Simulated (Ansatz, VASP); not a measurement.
# InP in VASP and in Ansatz

```xyz
2
Lattice="0.0000 2.8164 2.8164 2.8164 0.0000 2.8164 2.8164 2.8164 0.0000" Properties=species:S:1:pos:R:3 pbc="T T T"
In    0.0000    0.0000    0.0000
P     2.8164    2.8164    2.8164
```

Change from the starting cell: volume scaled by 0.96.

Alike in both runs: task single point; functional PBEsol; k mesh 11 × 11 × 11; occupations fermi-dirac, width 0.03 eV; no spin polarisation.

```csv
,VASP,Ansatz
version,VASP 6.6.1,Ansatz 0.2.0
potentials or method,"VASP PAW PBE potentials, release 64 (In_d, P), cutoff 520 eV","all-electron LAPW, scalar-relativistic"
```

```csv
,VASP,Ansatz,Ansatz less VASP
pressure (GPa),-6.4,-6.4,0.00
```

VASP's potentials were made for PBE, not for PBEsol. Ansatz ran all-electron here, and VASP with PAW potentials.
